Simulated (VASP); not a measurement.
# K3C (P6/mmm) in VASP: notebook

The runs below take K3C through single point, relaxation of cell and atoms, with PBE.

Program: VASP 6.6.1. These are calculated values, not measurements. Logs are shortened: lines on timing, memory, paths and dates and some standing lists are left out, and cuts for length are marked.

### 1 The cell of the first run

It takes space group P6/mmm (No. 191, hexagonal). Conventional cell: a = 5.491 Å, b = 5.491 Å, c = 4.178 Å, α = 90.00°, β = 90.00°, γ = 120.00°. Within 4.2 Å of K (site symmetry -6m2) lie 8 K at 3.17 to 4.18 Å and 6 C at 3.80 Å. Within 2.8 Å of K (site symmetry 6/mmm) lie 2 C at 2.09 Å. C (site symmetry 6/mmm) has 2 K at 2.09 Å within 2.8 Å.

### 2 Single point, PBE

Input file INCAR:

```
  PREC = Accurate
  ENCUT = 520
  EDIFF = 1E-7
  ISMEAR = 0
  SIGMA = 0.1
  LREAL = F
  LASPH = T
  NELM = 100
  ALGO = Normal
  ISIF = 2
  LWAVE = F
  LCHARG = F
  GGA = PE
  NBANDS = 24
```

Input file KPOINTS:

```
Automatic mesh
0
Gamma
  6 6 4
```

Input file POSCAR:

```
K3C
1.0
    5.4913094600      0.0000000000      0.0000000000
   -2.7456547300      4.7556134900      0.0000000000
    0.0000000000      0.0000000000      4.1781263900
K C
3 1
Direct
    0.3333333300      0.6666666700      0.0000000000
    0.0000000000      0.0000000000      0.0000000000
    0.6666666700      0.3333333300      0.0000000000
    0.0000000000      0.0000000000      0.5000000000
```

Potentials or basis: VASP PAW PBE potentials, release 64 (K_sv, C).

Launch:

```console
$ cat potpaw_PBE.64/K_sv/POTCAR potpaw_PBE.64/C/POTCAR > POTCAR
$ mpirun -np 1 vasp_std > vasp.out
```

OUTCAR:

```text
PREC = Accurate
   ENCUT = 520
   EDIFF = 1E-7
   ISMEAR = 0
   LREAL = F
   LASPH = T
   NELM = 100
   ISIF = 2
   GGA = PE

 ion  position               nearest neighbor table
   1  0.333  0.667  0.000-   3 3.17   2 3.17   3 3.17   2 3.17   2 3.17   3 3.17
   2  0.000  0.000  0.000-   4 2.09   4 2.09   1 3.17   3 3.17   1 3.17   3 3.17   3 3.17   1 3.17

   3  0.667  0.333  0.000-   1 3.17   2 3.17   1 3.17   2 3.17   2 3.17   1 3.17
   4  0.000  0.000  0.500-   2 2.09   2 2.09

  LATTYP: Found a hexagonal cell.
 ALAT       =     5.4913094600
 C/A-ratio  =     0.7608615796

  Lattice vectors:

 A1 = (   5.4913094600,   0.0000000000,   0.0000000000)
 A2 = (  -2.7456547300,   4.7556134900,   0.0000000000)
 A3 = (   0.0000000000,   0.0000000000,   4.1781263900)

Analysis of symmetry for initial positions (statically):
=====================================================================
 Subroutine PRICEL returns:
 Original cell was already a primitive cell.

 Routine SETGRP: Setting up the symmetry group for a
 hexagonal supercell.

 Subroutine GETGRP returns: Found 24 space group operations
 (whereof 24 operations were pure point group operations)
 out of a pool of 24 trial point group operations.

The static configuration has the point symmetry D_6h.

Analysis of symmetry for dynamics (positions and initial velocities):
=====================================================================
 Subroutine PRICEL returns:
 Original cell was already a primitive cell.

 Routine SETGRP: Setting up the symmetry group for a
 hexagonal supercell.

 Subroutine GETGRP returns: Found 24 space group operations
 (whereof 24 operations were pure point group operations)
 out of a pool of 24 trial point group operations.

The dynamic configuration has the point symmetry D_6h.

 Subroutine INISYM returns: Found 24 space group operations
 (whereof 24 operations are pure point group operations),
 and found     1 'primitive' translations

----------------------------------------------------------------------------------------

                                     Primitive cell

  volume of cell :     109.1099

  direct lattice vectors                    reciprocal lattice vectors
     5.491309460  0.000000000  0.000000000     0.182105927  0.105138906  0.000000000
    -2.745654730  4.755613490  0.000000000     0.000000000  0.210277812  0.000000000
     0.000000000  0.000000000  4.178126390     0.000000000  0.000000000  0.239341730

  length of vectors
     5.491309460  5.491309458  4.178126390     0.210277812  0.210277812  0.239341730

  position of ions in fractional coordinates (direct lattice)
     0.333333330  0.666666670  0.000000000
     0.000000000  0.000000000  0.000000000
     0.666666670  0.333333330  0.000000000
     0.000000000  0.000000000  0.500000000

  ion indices of the primitive-cell ions
   primitive index   ion index
                 1           1
                 2           2
                 3           3
                 4           4

----------------------------------------------------------------------------------------

 KPOINTS: Automatic mesh

Automatic generation of k-mesh.
 Grid dimensions read from file:
 generate k-points for:    6    6    4

 Generating k-lattice:

  Cartesian coordinates                     Fractional coordinates (reciprocal lattice)
     0.030350988  0.017523151  0.000000000     0.166666667  0.000000000  0.000000000
     0.000000000  0.035046302  0.000000000     0.000000000  0.166666667  0.000000000
     0.000000000  0.000000000  0.059835433     0.000000000  0.000000000  0.250000000

  Length of vectors
     0.035046302  0.035046302  0.059835433

  Shift w.r.t. Gamma in fractional coordinates (k-lattice)
     0.000000000  0.000000000  0.000000000

 Subroutine IBZKPT returns following result:
 ===========================================

 Found     21 irreducible k-points:

 Following reciprocal coordinates:
            Coordinates               Weight
  0.000000  0.000000  0.000000      1.000000
  0.166667  0.000000  0.000000      6.000000
  0.333333 -0.000000  0.000000      6.000000
  0.500000  0.000000  0.000000      3.000000
  0.166667  0.166667  0.000000      6.000000
  0.333333  0.166667  0.000000     12.000000
[... 13 lines left out ...]
  0.333333  0.166667  0.500000     12.000000
  0.333333  0.333333  0.500000      2.000000
   k-points           NKPTS =     21   k-points in BZ     NKDIM =     21   number of bands    NBANDS=     24
   number of dos      NEDOS =    301   number of ions     NIONS =      4
   total plane-waves  NPLWV =  56448
   dimension x,y,z NGX =    42 NGY =   42 NGZ =   32
   dimension x,y,z NGXF=    84 NGYF=   84 NGZF=   64
   ions per type =               3   1
   NGX,Y,Z   is equivalent  to a cutoff of  12.72, 12.72, 12.73 a.u.
   NGXF,Y,Z  is equivalent  to a cutoff of  25.43, 25.43, 25.47 a.u.
 SYSTEM =  unknown system
   PREC   = accura    normal or accurate (medium, high low for compatibility)
   ISTART =      0    job   : 0-new  1-cont  2-samecut
   ICHARG =      2    charge: 1-file 2-atom 10-const
   ISPIN  =      1    spin polarized calculation?
   LNONCOLLINEAR =      F non collinear calculations
   LSORBIT =      F    spin-orbit coupling
   LASPH  =      T    aspherical Exc in radial PAW
   ENCUT  =  520.0 eV  38.22 Ry    6.18 a.u.  10.21 10.21  7.77*2*pi/ulx,y,z
   NELM   =    100;   NELMIN=  2; NELMDL= -5     # of ELM steps
   EDIFF  = 0.1E-06   stopping-criterion for ELM
   LREAL  =      F    real-space projection
   EDIFFG = 0.1E-05   stopping-criterion for IOM
   NSW    =      0    number of steps for IOM
   IBRION =     -1    ionic relax: 0-MD 1-quasi-New 2-CG
   NFREE  =      0    steps in history (QN), initial steepest desc. (CG)
   ISIF   =      2    stress and relaxation
   ISYM   =      2    0-nonsym 1-usesym 2-fastsym
   POTIM  = 0.5000    time-step for ionic-motion
   TEBEG  =    0.0;   TEEND  =   0.0 temperature during run
   PSTRESS=    0.0 pullay stress
   NELECT =      31.0000    total number of electrons
   NUPDOWN=      -1.0000    fix difference up-down
   EMIN   =  10.00;   EMAX   =-10.00  energy-range for DOS
   EFERMI =   0.00;   METHOD = LEGACY
   ISMEAR =     0;   SIGMA  =   0.10  broadening in eV -4-tet -1-fermi 0-gaus
   EFERMI_NEDOS =   21; number of points for ismear=-14 and -15
   IALGO  =     38    algorithm
   IMIX   =      4    mixing-type and parameters
     AMIX     =   0.40;   BMIX     =  1.00
     AMIX_MAG =   1.60;   BMIX_MAG =  1.00
  volume/ion in A,a.u.               =      27.28       184.08
  Fermi-wavevector in a.u.,A,eV,Ry     =   1.076236  2.033791 15.759400  1.158283
  Thomas-Fermi vector in A             =   2.212114
   LORBIT       =      0    0 simple, 1 ext, 2 COOP (PROOUT), +10 PAW based schemes
   GGA     = PE    functional components
   LHFCALC =     F    Hartree Fock is set to
   AEXX    =    0.0000 exact exchange contribution
   IVDW    =     0    specifies the selected vdW correction
   LEPSILON=     F    determine dielectric tensor
   LRPA    =     F    only Hartree local field effects (RPA)
 non-spin polarized calculation
 Gauss-broadening in eV      SIGMA  =   0.10
  energy-cutoff  :      520.00
  volume of cell :      109.11
 maximum number of plane-waves:      2976
 NGX is ok and might be reduce to    42
   NGX = 21   NGY = 21   NGZ = 15

 number of electron      30.9999997 magnetization

 Free energy of the ion-electron system (eV)
  ---------------------------------------------------
  ext. energy  EPLUGINS =         0.00000000
  ---------------------------------------------------
  free energy    TOTEN  =        -4.43576957 eV

  energy without entropy =       -4.42693134  energy(sigma->0) =       -4.43135046

 E-fermi :   2.6110     XC(G=0):  -8.0956

 val. band max:        2.5816110791   @ k =   0.1667   0.1667   0.2500
 cond. band min:       2.6531067637   @ k =   0.5000   0.0000   0.0000
 fundamental gap:      0.0714956846
 Fermi energy:         2.6109676067

 k-point     1 :       0.0000    0.0000    0.0000
  band No.  band energies     occupation
      1     -30.9072      2.00000
      2     -30.6872      2.00000
      3     -29.1037      2.00000
      4     -14.7681      2.00000
      5     -14.7681      2.00000
      6     -14.2519      2.00000
[... 16 lines left out ...]
     23       6.4626      0.00000
     24       6.4687      0.00000

 k-point     2 :       0.1667    0.0000    0.0000
  band No.  band energies     occupation
      1     -30.8930      2.00000
      2     -30.6999      2.00000
      3     -29.1071      2.00000
      4     -14.8300      2.00000
      5     -14.7756      2.00000
      6     -14.1938      2.00000
[... 16 lines left out ...]
     23       6.0218      0.00000
     24       6.3861      0.00000

 k-point     3 :       0.3333   -0.0000    0.0000
  band No.  band energies     occupation
      1     -30.8569      2.00000
      2     -30.7326      2.00000
      3     -29.1140      2.00000
      4     -14.9243      2.00000
      5     -14.7102      2.00000
      6     -14.1984      2.00000
[... 16 lines left out ...]
     23       6.0456      0.00000
     24       6.1366      0.00000

 k-point     4 :       0.5000    0.0000    0.0000
  band No.  band energies     occupation
      1     -30.8283      2.00000
      2     -30.7594      2.00000
      3     -29.1176      2.00000
      4     -14.9632      2.00000
      5     -14.6102      2.00000
      6     -14.2923      2.00000
[... 16 lines left out ...]
     23       5.6248      0.00000
     24       5.7070      0.00000

 k-point     5 :       0.1667    0.1667    0.0000
  band No.  band energies     occupation
      1     -30.8675      2.00000
      2     -30.7228      2.00000
      3     -29.1123      2.00000
      4     -14.8722      2.00000
      5     -14.7693      2.00000
      6     -14.1925      2.00000
[... 16 lines left out ...]
     23       5.8010      0.00000
     24       5.9379      0.00000

 k-point     6 :       0.3333    0.1667    0.0000
  band No.  band energies     occupation
      1     -30.8292      2.00000
      2     -30.7585      2.00000
      3     -29.1177      2.00000
      4     -14.9064      2.00000
      5     -14.6624      2.00000
      6     -14.3259      2.00000
[... 16 lines left out ...]
     23       5.6755      0.00000
     24       6.0531      0.00000
[... 298 lines left out ...]
 k-point    18 :       0.5000    0.0000    0.5000
  band No.  band energies     occupation
      1     -30.8226      2.00000
      2     -30.7540      2.00000
      3     -29.1056      2.00000
      4     -14.9434      2.00000
      5     -14.5960      2.00000
      6     -14.2808      2.00000
[... 16 lines left out ...]
     23       5.7662      0.00000
     24       5.9969      0.00000

 k-point    19 :       0.1667    0.1667    0.5000
  band No.  band energies     occupation
      1     -30.8615      2.00000
      2     -30.7177      2.00000
      3     -29.1003      2.00000
      4     -14.8551      2.00000
      5     -14.7519      2.00000
      6     -14.2374      2.00000
[... 16 lines left out ...]
     23       6.4025      0.00000
     24       6.7038      0.00000

 k-point    20 :       0.3333    0.1667    0.5000
  band No.  band energies     occupation
      1     -30.8234      2.00000
      2     -30.7531      2.00000
      3     -29.1056      2.00000
      4     -14.8882      2.00000
      5     -14.6459      2.00000
      6     -14.3140      2.00000
[... 16 lines left out ...]
     23       6.0268      0.00000
     24       6.3988      0.00000

 k-point    21 :       0.3333    0.3333    0.5000
  band No.  band energies     occupation
      1     -30.7878      2.00000
      2     -30.7878      2.00000
      3     -29.1075      2.00000
      4     -14.8432      2.00000
      5     -14.5253      2.00000
      6     -14.5253      2.00000
[... 16 lines left out ...]
     23       6.6110      0.00000
     24       6.7434      0.00000

------------------------ aborting loop because EDIFF is reached ----------------------------------------

  FORCE on cell =-STRESS in cart. coord.  units (eV):
  Direction    XX          YY          ZZ          XY          YZ          ZX
  --------------------------------------------------------------------------------------
  -------------------------------------------------------------------------------------
  Total        5.6342573      5.6342573      4.8412808      0.0000000      0.0000000      0.0000000
  in kB       82.7338459     82.7338458     71.0897215      0.0000000      0.0000000      0.0000000
  external PRESSURE =      78.8524711 kB  Pullay stress =       0.0000000 kB

 VOLUME and BASIS-vectors are now :
 -----------------------------------------------------------------------------
  energy-cutoff  :      520.00
  volume of cell :      109.11
      direct lattice vectors                 reciprocal lattice vectors
     5.491309460  0.000000000  0.000000000     0.182105927  0.105138906  0.000000000
    -2.745654730  4.755613490  0.000000000     0.000000000  0.210277812  0.000000000
     0.000000000  0.000000000  4.178126390     0.000000000  0.000000000  0.239341730

 POSITION                                       TOTAL-FORCE (eV/Angst)
 -----------------------------------------------------------------------------------
     -0.00000      3.17041      0.00000        -0.000000      0.000000      0.000000
      0.00000      0.00000      0.00000        -0.000000      0.000000      0.000000
      2.74565      1.58520      0.00000         0.000000      0.000000     -0.000000
      0.00000      0.00000      2.08906        -0.000000      0.000000      0.000000
 -----------------------------------------------------------------------------------
    total drift:                                0.000000     -0.000000     -0.000000

  FREE ENERGIE OF THE ION-ELECTRON SYSTEM (eV)
  ---------------------------------------------------
  free  energy   TOTEN  =        -4.4357695730 eV

  energy  without entropy=       -4.4269313439  energy(sigma->0) =       -4.43135046
```

Run time: 83 s. Hardware: 1 thread of Oxide Virtual Turin-like, shared host; peak memory 0.19 GiB.

Results:

```
Free energy : -4.4358 eV
Pressure    : 7.9 GPa
```

Stress tensor (GPa, compression positive):
```
8.27 0.00 0.00
0.00 8.27 0.00
0.00 0.00 7.11
```

Levels at points of the mesh, in eV from the Fermi level:
```tsv
k point	band 14	band 15	band 16	band 17	band 18	band 19
(0.00, 0.00, 0.00)	-1.79	-0.69	-0.69	1.83	2.30	2.30
(0.50, 0.00, 0.00)	-2.02	-0.76	0.04	1.10	1.99	2.15
(0.00, 0.00, 0.50)	-1.71	-1.61	-1.61	-0.31	1.17	1.77
(0.50, 0.00, 0.50)	-2.12	-1.93	-1.55	1.12	1.39	1.57
```

Caveat: the k points lie up to 0.38 Å⁻¹ apart.

### 3 Single point, PBE

This run uses another cell than the first one, of 51.76 Å³/atom, 1.897 times its volume.

Input file INCAR:

```
SYSTEM = K3C
  ALGO = Normal
  EDIFF = 1E-7
  ENCUT = 520
  GGA = PE
  ISIF = 2
  ISMEAR = 0
  LASPH = .True.
  LCHARG = .False.
  LREAL = .False.
  LWAVE = .False.
  NBANDS = 24
  NELM = 80
  PREC = Accurate
  SIGMA = 0.1
```

Input file KPOINTS:

```
k-points
0
Gamma
  6 6 4
  0 0 0
```

Input file POSCAR:

```
K3C
1.0
    7.0303118850      0.0000000000      0.0000000000
   -3.5151559425      6.0884286889      0.0000000000
    0.0000000000      0.0000000000      4.8368172434
K C
3 1
Direct
    0.3333333333      0.6666666667      0.0000000000
    0.0000000000      0.0000000000      0.0000000000
    0.6666666667      0.3333333333      0.0000000000
    0.0000000000      0.0000000000      0.5000000000
```

Potentials or basis: VASP PAW PBE potentials, release 64 (K_sv, C).

Launch:

```console
$ cat potpaw_PBE.64/K_sv/POTCAR potpaw_PBE.64/C/POTCAR > POTCAR
$ mpirun -np 1 vasp_std > vasp.out
```

Wall time 2.8 min (1 thread of Oxide Virtual Turin-like, shared host); peak memory 0.31 GiB.

Results (log left out):

```
Free energy : -5.9536 eV
Pressure    : 0.1 GPa
```

Levels at points of the mesh, in eV from the Fermi level:
```
           k point  band 14  band 15  band 16  band 17  band 18  band 19
(0.00, 0.00, 0.00)    -1.27    -0.02    -0.02     1.07     1.87     1.87
(0.50, 0.00, 0.00)    -1.04    -0.10     0.05     1.07     1.19     1.71
(0.00, 0.00, 0.50)    -1.03    -0.20    -0.20     0.23     0.98     2.59
(0.50, 0.00, 0.50)    -0.80    -0.50    -0.30     0.81     1.35     1.72
```

### 4 Relaxation of cell and atoms, PBE

Input file INCAR:

```
SYSTEM = K3C
ALGO = Normal ; EDIFF = 1E-6
EDIFFG = -0.04 ; ENCUT = 600
GGA = PE ; IBRION = 2
ISIF = 3 ; ISMEAR = 0
LASPH = .TRUE. ; LCHARG = .FALSE.
LREAL = .FALSE. ; LWAVE = .FALSE.
NELM = 60 ; NSW = 90
PREC = Accurate ; SIGMA = 0.1
```

Input file KPOINTS:

```
k-points
0
G
  6 6 4
  0 0 0
```

Input file POSCAR:

```
K3C
1.0
    5.4913094600      0.0000000000      0.0000000000
   -2.7456547300      4.7556134900      0.0000000000
    0.0000000000      0.0000000000      4.1781263900
K C
3 1
Direct
    0.3333333300      0.6666666700      0.0000000000
    0.0000000000      0.0000000000      0.0000000000
    0.6666666700      0.3333333300      0.0000000000
    0.0000000000      0.0000000000      0.5000000000
```

Launch:

```console
$ cat potpaw_PBE.64/K_sv/POTCAR potpaw_PBE.64/C/POTCAR > POTCAR
$ mpirun -np 1 vasp_std > vasp.out
```

It took 10 min on 1 thread of Oxide Virtual Turin-like, shared host; peak memory 0.27 GiB.

Results (log left out):

* Free energy: -5.9133 eV
* Relaxed volume: 51.34 Å³/atom
* Relaxed cell: a = 6.981 Å, b = 6.981 Å, c = 4.866 Å, α = 90.00°, β = 90.00°, γ = 120.00°
* Space group after relaxing (to 0.05 Å): P6/mmm (No. 191)
* Energy gained by relaxing: 369.2 meV/atom
* Ionic steps: 8
* Pressure after relaxing: -0.1 GPa

Step by step:
```
step  energy change (eV)  largest force (eV/Å)  pressure (GPa)  volume (Å³)
   1              0.0000                0.0000            7.89       109.11
   2             -0.8050                0.0000            3.93       131.73
   3             -1.3619                0.0000            0.90       172.37
   4             -1.4378                0.0000            0.21       193.50
   5             -1.4455                0.0000           -0.05       204.35
   6             -1.4691                0.0000           -0.07       204.91
   7             -1.4768                0.0000           -0.07       205.30
   8             -1.4769                0.0000           -0.07       205.34
```

Final structure:
```xyz
4
Lattice="6.9807 0.0000 0.0000 -3.4904 6.0455 0.0000 0.0000 0.0000 4.8657" Properties=species:S:1:pos:R:3 pbc="T T T"
K     0.0000    4.0303    4.8657
K     6.9807    0.0000    0.0000
K     3.4904    2.0152    0.0000
C     6.9807    0.0000    2.4328
```

Levels at points of the mesh, in eV from the Fermi level:
| k point | band 14 | band 15 | band 16 | band 17 | band 18 | band 19 |
| --- | --- | --- | --- | --- | --- | --- |
| (0.00, 0.00, 0.00) | -1.26 | 0.00 | 0.00 | 1.03 | 1.91 | 1.91 |
| (0.50, 0.00, 0.00) | -1.03 | -0.08 | 0.08 | 1.03 | 1.23 | 1.73 |
| (0.00, 0.00, 0.50) | -1.04 | -0.18 | -0.18 | 0.24 | 1.00 | 2.62 |
| (0.50, 0.00, 0.50) | -0.79 | -0.49 | -0.28 | 0.80 | 1.35 | 1.74 |

Caveat: the k points lie up to 0.32 Å⁻¹ apart in the final cell; the volume moved by over 15 % at a fixed basis, so the end points are rough.

(Continued in part 2 of 2.)
